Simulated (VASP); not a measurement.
## Au: relaxation of cell and atoms with PBEsol+D4

Au:

```
Au
1.0
     0.00000    2.03500    2.03500
     2.03500    0.00000    2.03500
     2.03500    2.03500    0.00000
Au
1
Direct
  0.00000 0.00000 0.00000
```

| Property | Result |
| --- | --- |
| Program | VASP 6.6.1 |
| Task | relaxation of cell and atoms |
| Functional | PBEsol |
| Dispersion | D4 |
| Potentials or basis | VASP PAW PBE potentials, release 64 (Au) |
| Cutoff | 600 eV |
| k mesh | 11 × 11 × 11 |
| Occupations | fermi-dirac, width 0.05 eV |
| Spin | no spin polarisation |
| Dipole correction | no |
| Further INCAR settings | ALGO = Normal; EDIFF = 1e-07; IBRION = 2; EDIFFG = -0.02; NSW = 80; ISIF = 3 |

The relaxed volume is 16.67 Å³/atom. The relaxed cell is a = 2.867 Å, b = 2.867 Å, c = 2.867 Å, α = 60.00°, β = 60.00°, γ = 60.00° and the space group after relaxing (to 0.05 Å) is Fm-3m (No. 225). The energy gained by relaxing is 1.2 meV/atom, the ionic steps are 3 and the pressure after relaxing is 0.0 GPa. The dispersion energy per atom is -0.404 eV.

The path:
```tsv
step	energy change (eV)	largest force (eV/Å)	pressure (GPa)	volume (Å³)
1	0.0000	0.0000	-2.03	16.85
2	0.0029	0.0000	4.04	16.34
3	-0.0012	0.0000	-0.01	16.67
```

Final structure:
```
Au
1.0
     0.00000    2.02759    2.02759
     2.02759    0.00000    2.02759
     2.02759    2.02759    0.00000
Au
1
Direct
  0.00000 0.00000 0.00000
```

Levels at points of the mesh, in eV from the Fermi level:
```csv
k point,band 3,band 4,band 5,band 6,band 7,band 8,band 9
"(0.00, 0.00, 0.00)",-4.79,-4.79,-3.20,-3.20,14.48,18.60,18.60
```

It took 8.8 s on 1 thread of Intel(R) Xeon(R) 6975P-C (Granite Rapids), on a shared host, peak memory 0.15 GiB.

Caveat: the PAW data sets were made with another functional, which shifts forces and pressure a little; spin-orbit coupling is left out, which moves the levels of the heavy elements; pairwise dispersion overbinds metals, which lowers pressure and volume.
